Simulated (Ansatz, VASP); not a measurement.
# Co: VASP beside Ansatz

```
Co
1.0
     0.00000    1.76107    1.76107
     1.76107    0.00000    1.76107
     1.76107    1.76107    0.00000
Co
1
Cartesian
  0.0000 0.0000 0.0000
```

Alike in both runs: task single point; functional PBE; k mesh 17 × 17 × 17; occupations fermi-dirac, width 0.05 eV; collinear spin.

```csv
,VASP,Ansatz
version,VASP 6.6.1,Ansatz 0.2.0
potentials or method,"VASP PAW PBE potentials, release 64 (Co), cutoff 520 eV","plane waves (420 eV) with PAW, scalar-relativistic"
valence electrons in the cell,9,17
```

|  | VASP | Ansatz | Ansatz less VASP |
| --- | --- | --- | --- |
| pressure (GPa) | -0.6 | 0.1 | +0.69 |
| net moment per atom (μB) | 1.66 | 1.67 | +0.007 |
| size of the moment on the site where the two differ most (μB) | 1.68 | 1.74 | +0.057 |

Site moments also hang on the region over which each program counts them. VASP's potentials hold 9 valence electrons a cell and Ansatz's 17, so a difference there can come from the potentials and not from the codes.
